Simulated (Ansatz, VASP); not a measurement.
## NaGeCl3: VASP beside Ansatz

File INCAR:

```
SYSTEM = NaGeCl3
PREC = Accurate
ENCUT = 1130
EDIFF = 1E-6
ISMEAR = -1
SIGMA = 0.02
LREAL = .FALSE.
LASPH = .TRUE.
NELM = 120
ALGO = Normal
ISIF = 2
LWAVE = .FALSE.
LCHARG = .FALSE.
GGA = PE
NBANDS = 30
GGA_COMPAT = .FALSE.
```

Contents of KPOINTS:

```
Automatic mesh
0
G
  6 6 6
  0 0 0
```

POSCAR

```
NaGeCl3
1.0
    5.0610987130      0.0000000000      0.0000000000
    0.0000000000      5.0610987130      0.0000000000
    0.0000000000      0.0000000000      5.0610987130
Na Ge Cl
1 1 3
Direct
    0.0000000000      0.0000000000      0.0000000000
    0.5000000000      0.5000000000      0.5000000000
    0.5000000000      0.5000000000      0.0000000000
    0.5000000000      0.0000000000      0.5000000000
    0.0000000000      0.5000000000      0.5000000000
```

Input for Ansatz:

```yaml
crystal:
  lattice:
    - [5.061098713, 0.0, 0.0]
    - [0.0, 5.061098713, 0.0]
    - [0.0, 0.0, 5.061098713]
  atoms:
    - { symbol: Na, position: [0.0, 0.0, 0.0] }
    - { symbol: Ge, position: [0.5, 0.5, 0.5] }
    - { symbol: Cl, position: [0.5, 0.5, 0.0] }
    - { symbol: Cl, position: [0.5, 0.0, 0.5] }
    - { symbol: Cl, position: [0.0, 0.5, 0.5] }
kpoints:
  mp_grid: { grid: [6, 6, 6] }
  band_path:
    path: [[0.0, 0.0, 0.0], [0.0, 0.5, 0.0], [0.5, 0.5, 0.0], [0.5, 0.5, 0.5]]
    npoints: 1
hamiltonian:
  xc: pbe
scf:
  occupations: { method: fermi_dirac, width: 0.02 }
  n_extra_bands: 5
output:
  forces: true
  stress: true
  eigenvalues: true
```

Change from the starting cell: hydrostatic strain -2.5%.

Alike in both runs: task single point; functional PBE; k mesh 6 × 6 × 6; occupations fermi-dirac, width 0.02 eV; no spin polarisation.

```csv
,VASP,Ansatz
version,VASP 6.6.1,Ansatz 0.2.0
potentials or method,"VASP PAW PBE potentials, release 64 (Na_sv, Ge_d, Cl)","plane waves, PAW"
plane-wave cutoff (eV),1130,420
valence electrons in the cell,44,44
```

|  | VASP | Ansatz | Ansatz less VASP |
| --- | --- | --- | --- |
| pressure (GPa) | 3.0 | 3.1 | +0.08 |
